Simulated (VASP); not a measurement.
# CdS (Greenockite) (P6_3mc) in VASP: a series of runs

CdS (Greenockite) is run at these levels: PBE; tasks: single point.

Everything below comes from runs of VASP 6.6.1. Logs are shortened: lines on timing, memory, paths and dates and some standing lists are left out, and cuts for length are marked.

### 1 The cell of the first run

Symmetry: P6_3mc, No. 186, hexagonal system. The conventional cell has a = 4.150 Å, b = 4.150 Å, c = 6.737 Å, α = 90.00°, β = 90.00°, γ = 120.00°. Within 3.3 Å of Cd (site symmetry 3m) lie 4 S at 2.53 to 2.54 Å. S (site symmetry 3m) has 4 Cd at 2.53 to 2.54 Å within 3.3 Å.

### 2 Single point, PBE

Input file INCAR:

```
SYSTEM = CdS
ALGO = Normal ; EDIFF = 1E-6
ENCUT = 520 ; GGA = PE
ISIF = 2 ; ISMEAR = 0
LASPH = .TRUE. ; LCHARG = .TRUE.
LELF = .TRUE. ; LREAL = .FALSE.
LVHAR = .TRUE. ; LWAVE = .FALSE.
NBANDS = 26 ; NELM = 60
PREC = Accurate ; SIGMA = 0.01
```

Input file KPOINTS:

```
k-points
0
G
  2 2 2
  0 0 0
```

Input file POSCAR:

```
CdS
1.0
    4.1500000000      0.0000000000      0.0000000000
   -2.0750000000      3.5940054300      0.0000000000
    0.0000000000      0.0000000000      6.7370000000
Cd S
2 2
Direct
    0.3333333300      0.6666666700      0.0000000000
    0.6666666700      0.3333333300      0.5000000000
    0.3333333300      0.6666666700      0.3750000000
    0.6666666700      0.3333333300      0.8750000000
```

Potentials or basis: VASP PAW PBE potentials, release 64 (Cd, S).

On the command line:

```bash
$ cat potpaw_PBE.64/Cd/POTCAR potpaw_PBE.64/S/POTCAR > POTCAR
$ mpirun -np 1 vasp_std > vasp.out
```

OUTCAR:

```text
SYSTEM = CdS
   EDIFF = 1E-6
   ENCUT = 520
   GGA = PE
   ISIF = 2
   ISMEAR = 0
   LASPH = .TRUE.
   LREAL = .FALSE.
   NELM = 60
   PREC = Accurate

 ion  position               nearest neighbor table
   1  0.333  0.667  0.000-   3 2.53   4 2.54   4 2.54   4 2.54
   2  0.667  0.333  0.500-   4 2.53   3 2.54   3 2.54   3 2.54
   3  0.333  0.667  0.375-   1 2.53   2 2.54   2 2.54   2 2.54
   4  0.667  0.333  0.875-   2 2.53   1 2.54   1 2.54   1 2.54

  LATTYP: Found a hexagonal cell.
 ALAT       =     4.1500000000
 C/A-ratio  =     1.6233734940

  Lattice vectors:

 A1 = (   4.1500000000,   0.0000000000,   0.0000000000)
 A2 = (  -2.0750000000,   3.5940054300,   0.0000000000)
 A3 = (   0.0000000000,   0.0000000000,   6.7370000000)

Analysis of symmetry for initial positions (statically):
=====================================================================
 Subroutine PRICEL returns:
 Original cell was already a primitive cell.

 Routine SETGRP: Setting up the symmetry group for a
 hexagonal supercell.

 Subroutine GETGRP returns: Found 12 space group operations
 (whereof  6 operations were pure point group operations)
 out of a pool of 24 trial point group operations.

The static configuration has the point symmetry C_3v.
 The point group associated with its full space group is C_6v.

Analysis of symmetry for dynamics (positions and initial velocities):
=====================================================================
 Subroutine PRICEL returns:
 Original cell was already a primitive cell.

 Routine SETGRP: Setting up the symmetry group for a
 hexagonal supercell.

 Subroutine GETGRP returns: Found 12 space group operations
 (whereof  6 operations were pure point group operations)
 out of a pool of 24 trial point group operations.

The dynamic configuration has the point symmetry C_3v.
 The point group associated with its full space group is C_6v.

 Subroutine INISYM returns: Found 12 space group operations
 (whereof  6 operations are pure point group operations),
 and found     1 'primitive' translations

[... 71 lines left out ...]
   ISPIN  =      1    spin polarized calculation?
   LNONCOLLINEAR =      F non collinear calculations
   LSORBIT =      F    spin-orbit coupling
   LASPH  =      T    aspherical Exc in radial PAW
   ENCUT  =  520.0 eV  38.22 Ry    6.18 a.u.   7.72  7.72 12.53*2*pi/ulx,y,z
   NELM   =     60;   NELMIN=  2; NELMDL= -5     # of ELM steps
   EDIFF  = 0.1E-05   stopping-criterion for ELM
   LREAL  =      F    real-space projection
   EDIFFG = 0.1E-04   stopping-criterion for IOM
   NSW    =      0    number of steps for IOM
   IBRION =     -1    ionic relax: 0-MD 1-quasi-New 2-CG
   NFREE  =      0    steps in history (QN), initial steepest desc. (CG)
   ISIF   =      2    stress and relaxation
   ISYM   =      2    0-nonsym 1-usesym 2-fastsym
   POTIM  = 0.5000    time-step for ionic-motion
   TEBEG  =    0.0;   TEEND  =   0.0 temperature during run
   PSTRESS=    0.0 pullay stress
   NELECT =      36.0000    total number of electrons
   NUPDOWN=      -1.0000    fix difference up-down
   EMIN   =  10.00;   EMAX   =-10.00  energy-range for DOS
   EFERMI =   0.00;   METHOD = LEGACY
   ISMEAR =     0;   SIGMA  =   0.01  broadening in eV -4-tet -1-fermi 0-gaus
   EFERMI_NEDOS =   21; number of points for ismear=-14 and -15
   IALGO  =     38    algorithm
   IMIX   =      4    mixing-type and parameters
     AMIX     =   0.40;   BMIX     =  1.00
     AMIX_MAG =   1.60;   BMIX_MAG =  1.00
  volume/ion in A,a.u.               =      25.12       169.52
  Fermi-wavevector in a.u.,A,eV,Ry     =   1.162727  2.197236 18.394190  1.351935
  Thomas-Fermi vector in A             =   2.299285
   LORBIT       =      0    0 simple, 1 ext, 2 COOP (PROOUT), +10 PAW based schemes
   GGA     = PE    functional components
   LHFCALC =     F    Hartree Fock is set to
   AEXX    =    0.0000 exact exchange contribution
   IVDW    =     0    specifies the selected vdW correction
   LEPSILON=     F    determine dielectric tensor
   LRPA    =     F    only Hartree local field effects (RPA)
 non-spin polarized calculation
 Gauss-broadening in eV      SIGMA  =   0.01
  energy-cutoff  :      520.00
  volume of cell :      100.48
 maximum number of plane-waves:      2731
 NGX is ok and might be reduce to    32
   NGX = 15   NGY = 15   NGZ = 25

 number of electron      35.9999996 magnetization

 Free energy of the ion-electron system (eV)
  ---------------------------------------------------
  ext. energy  EPLUGINS =         0.00000000
  ---------------------------------------------------
  free energy    TOTEN  =       -11.35692652 eV

  energy without entropy =      -11.35692652  energy(sigma->0) =      -11.35692652

 E-fermi :   1.4383     XC(G=0):  -9.0231

 val. band max:        1.3706367756   @ k =   0.0000   0.0000   0.0000
 cond. band min:       2.4839759774   @ k =   0.0000   0.0000   0.0000
 fundamental gap:      1.1133392018
 Fermi energy:         1.4383035125

 k-point     1 :       0.0000    0.0000    0.0000
  band No.  band energies     occupation
      1     -10.9163      2.00000
      2     -10.4869      2.00000
      3      -6.4841      2.00000
      4      -6.4517      2.00000
      5      -6.4517      2.00000
      6      -6.3686      2.00000
[... 105 lines left out ...]
     25       9.6613      0.00000
     26       9.6613      0.00000

------------------------ aborting loop because EDIFF is reached ----------------------------------------

  FORCE on cell =-STRESS in cart. coord.  units (eV):
  Direction    XX          YY          ZZ          XY          YZ          ZX
  --------------------------------------------------------------------------------------
  -------------------------------------------------------------------------------------
  Total        3.2041101      3.2041101      1.2030056      0.0000000      0.0000000      0.0000000
  in kB       51.0886749     51.0886750     19.1816005      0.0000000      0.0000000      0.0000000
  external PRESSURE =      40.4529834 kB  Pullay stress =       0.0000000 kB

 VOLUME and BASIS-vectors are now :
 -----------------------------------------------------------------------------
  energy-cutoff  :      520.00
  volume of cell :      100.48
      direct lattice vectors                 reciprocal lattice vectors
     4.150000000  0.000000000  0.000000000     0.240963855  0.139120547  0.000000000
    -2.075000000  3.594005430  0.000000000     0.000000000  0.278241093  0.000000000
     0.000000000  0.000000000  6.737000000     0.000000000  0.000000000  0.148434021

 POSITION                                       TOTAL-FORCE (eV/Angst)
 -----------------------------------------------------------------------------------
     -0.00000      2.39600      0.00000         0.000000     -0.000000      0.185301
      2.07500      1.19800      3.36850        -0.000000      0.000000      0.185301
     -0.00000      2.39600      2.52637         0.000000     -0.000000     -0.185301
      2.07500      1.19800      5.89487        -0.000000      0.000000     -0.185301
 -----------------------------------------------------------------------------------
    total drift:                               -0.000015      0.000008     -0.000562

  FREE ENERGIE OF THE ION-ELECTRON SYSTEM (eV)
  ---------------------------------------------------
  free  energy   TOTEN  =       -11.3569265211 eV

  energy  without entropy=      -11.3569265211  energy(sigma->0) =      -11.35692652
```

OSZICAR:

```text
N       E                     dE             d eps       ncg     rms          rms(c)
DAV:   1     0.239254320291E+03    0.23925E+03   -0.17284E+04   208   0.126E+03
DAV:   2     0.505037376652E+00   -0.23875E+03   -0.23045E+03   230   0.312E+02
DAV:   3    -0.125601377052E+02   -0.13065E+02   -0.12982E+02   228   0.722E+01
DAV:   4    -0.127046455807E+02   -0.14451E+00   -0.14443E+00   240   0.725E+00
DAV:   5    -0.127066195118E+02   -0.19739E-02   -0.19739E-02   242   0.871E-01    0.113E+01
DAV:   6    -0.113919269079E+02    0.13147E+01   -0.23155E+00   266   0.151E+01    0.919E+00
DAV:   7    -0.113560757167E+02    0.35851E-01   -0.95507E-01   220   0.499E+00    0.448E+00
DAV:   8    -0.113579475736E+02   -0.18719E-02   -0.10682E-01   222   0.328E+00    0.592E-01
DAV:   9    -0.113562475521E+02    0.17000E-02   -0.19551E-02   216   0.168E+00    0.180E-01
DAV:  10    -0.113566517580E+02   -0.40421E-03   -0.17747E-03   222   0.403E-01    0.137E-01
DAV:  11    -0.113567847888E+02   -0.13303E-03   -0.22140E-04   224   0.903E-02    0.117E-01
DAV:  12    -0.113569218391E+02   -0.13705E-03   -0.19436E-04   208   0.630E-02    0.620E-02
DAV:  13    -0.113569259243E+02   -0.40852E-05   -0.26500E-05   230   0.367E-02    0.122E-02
DAV:  14    -0.113569265211E+02   -0.59676E-06   -0.19815E-06   204   0.124E-02
   1 F= -.11356927E+02 E0= -.11356927E+02  d E =-.183593E-22
```

stdout:

```text
POSCAR found type information on POSCAR CdS
 POSCAR found :  2 types and       4 ions
 scaLAPACK will be used
 LDA part: xc-table for (Slater+PW92), standard interpolation
 POSCAR, INCAR and KPOINTS ok, starting setup
 FFT: planning ... GRIDC
 FFT: planning ... GRID_SOFT
 FFT: planning ... GRID
 WAVECAR not read
 entering main loop
```

It took 18 s on 1 thread of Intel Xeon Platinum 8259CL at 2.50GHz (Skylake/Cascade Lake), shared host; peak memory 0.21 GiB.

What came out:

```yaml
Free_energy: -11.3569 eV
Pressure: 4.0 GPa
Largest_force: 0.185 eV/Å
Band_gap_on_the_k_mesh: 1.11 eV, direct
```

Forces on the atoms (eV/Å):
```
Cd   0.000  0.000  0.185
Cd   0.000  0.000  0.185
S    0.000  0.000 -0.185
S    0.000  0.000 -0.185
```

Levels at points of the mesh, in eV from the valence-band top:
| k point | band 16 | band 17 | band 18 | band 19 | band 20 | band 21 |
| --- | --- | --- | --- | --- | --- | --- |
| (0.00, 0.00, 0.00) | -0.07 | 0.00 | 0.00 | 1.11 | 2.67 | 6.35 |
| (0.50, 0.00, 0.00) | -1.87 | -1.33 | -0.74 | 3.64 | 3.78 | 5.02 |
| (0.00, 0.00, 0.50) | -0.40 | -0.40 | -0.40 | 2.75 | 2.75 | 6.11 |
| (0.50, 0.00, 0.50) | -1.35 | -1.34 | -1.34 | 3.38 | 3.38 | 5.29 |

Caveat: the k points lie up to 0.87 Å⁻¹ apart.

### 3 Single point, PBE

Input file INCAR:

```
SYSTEM = CdS
PREC = Accurate ; ENCUT = 500
EDIFF = 1E-6 ; ISMEAR = 0
SIGMA = 0.01 ; LREAL = .False.
LASPH = .True. ; NELM = 120
ALGO = Normal ; ISIF = 2
LWAVE = .False. ; LCHARG = .True.
GGA = PE ; LELF = .True.
LVHAR = .True. ; NBANDS = 26
GGA_COMPAT = .False.
```

Input file KPOINTS:

```
Automatic mesh
0
Gamma
  3 3 2
  0 0 0
```

POSCAR is that of step 2.

Potentials or basis: VASP PAW PBE potentials, release 64 (Cd, S).

On the command line:

```bash
$ cat potpaw_PBE.64/Cd/POTCAR potpaw_PBE.64/S/POTCAR > POTCAR
$ mpirun -np 1 vasp_std > vasp.out
```

Run time: 20 s. Hardware: 1 thread of Intel Xeon Platinum 8259CL at 2.50GHz (Skylake/Cascade Lake), shared host; peak memory 0.2 GiB.

It converged, with:

* Free energy: -12.1100 eV
* Pressure: 2.7 GPa
* Largest force: 0.019 eV/Å
* Band gap on the k mesh: 1.18 eV, direct

Forces in eV/Å, atoms in the order of the input:
```
Cd   0.000  0.000 -0.019
Cd   0.000  0.000 -0.019
S    0.000  0.000  0.019
S    0.000  0.000  0.019
```

Stress tensor (GPa, compression positive):
```
2.81 0.00 0.00
0.00 2.81 0.00
0.00 0.00 2.58
```

Levels at points of the mesh, in eV from the valence-band top:
```tsv
k point	band 14	band 15	band 16	band 17	band 18	band 19	band 20	band 21	band 22	band 23
(0.00, 0.00, 0.00)	-0.76	-0.76	-0.05	0.00	0.00	1.18	2.76	6.44	6.44	6.78
(0.00, 0.00, 0.50)	-2.47	-0.39	-0.39	-0.39	-0.39	2.82	2.82	6.18	6.18	6.80
```

Caveat: the k points lie up to 0.58 Å⁻¹ apart.
